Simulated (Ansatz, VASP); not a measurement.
Two plane-wave programs on BaZrO3

Contents of INCAR:

```
SYSTEM = BaZrO3
PREC = Accurate
ENCUT = 1340
EDIFF = 1E-6
ISMEAR = 0
SIGMA = 0.1
LREAL = .FALSE.
LASPH = .TRUE.
NELM = 120
ALGO = Normal
ISIF = 2
LWAVE = .FALSE.
LCHARG = .FALSE.
GGA = PE
NBANDS = 51
GGA_COMPAT = .FALSE.
```

File KPOINTS:

```
regular mesh
0
G
  4 4 2
  0 0 0
```

The input POSCAR:

```
BaZrO3
1.0
    0.0000000000      4.2269242802      0.0000000000
    0.0000000000      0.0000000000      4.2269242802
    8.4538485604      0.0000000000      0.0000000000
Ba Zr O
2 2 6
Direct
    0.0000000000      0.0000000000      0.0000000000
    0.0000000000      0.0000000000      0.5000000000
    0.5000000000      0.5000000000      0.2500000000
    0.5000000000      0.5000000000      0.7500000000
    0.5000000000      0.5000000000      0.0000000000
    0.5000000000      0.5000000000      0.5000000000
    0.0000000000      0.5000000000      0.2500000000
    0.0000000000      0.5000000000      0.7500000000
    0.5000000000      0.0000000000      0.2500000000
    0.5000000000      0.0000000000      0.7500000000
```

Input for Ansatz:

```yaml
crystal:
  lattice:
    - [0.0, 4.2269242802, 0.0]
    - [0.0, 0.0, 4.2269242802]
    - [8.4538485604, 0.0, 0.0]
  atoms:
    - { symbol: Ba, position: [0.0, 0.0, 0.0] }
    - { symbol: Ba, position: [0.0, 0.0, 0.5] }
    - { symbol: Zr, position: [0.5, 0.5, 0.25] }
    - { symbol: Zr, position: [0.5, 0.5, 0.75] }
    - { symbol: O, position: [0.5, 0.5, 0.0] }
    - { symbol: O, position: [0.5, 0.5, 0.5] }
    - { symbol: O, position: [0.0, 0.5, 0.25] }
    - { symbol: O, position: [0.0, 0.5, 0.75] }
    - { symbol: O, position: [0.5, 0.0, 0.25] }
    - { symbol: O, position: [0.5, 0.0, 0.75] }
basis:
  ecutwfc: 420
kpoints:
  mp_grid: { grid: [4, 4, 2] }
hamiltonian:
  xc: pbe
scf:
  occupations: { method: gaussian, width: 0.1 }
  lower_state_search: "off"
output:
  forces: true
  stress: true
  eigenvalues: true
```

Alike in both runs: task single point; functional PBE; k mesh 4 × 4 × 2; occupations gaussian, width 0.1 eV; no spin polarisation.

|  | VASP | Ansatz |
| --- | --- | --- |
| version | VASP 6.6.1 | Ansatz 0.2.0 |
| potentials or method | VASP PAW PBE potentials, release 64 (Ba_sv, Zr_sv, O_h), cutoff 1340 eV | scalar-relativistic, plane waves, PAW |
| valence electrons in the cell | 80 | 80 |

|  | VASP | Ansatz | Ansatz less VASP |
| --- | --- | --- | --- |
| gap on the k mesh at the Fermi level (eV) | 3.13 | 3.17 | +0.042 |
| least direct gap on the mesh (eV) | 3.38 | 3.40 | +0.018 |
| pressure (GPa) | 0.9 | 0.1 | -0.82 |

Neither program's run includes spin-orbit coupling.
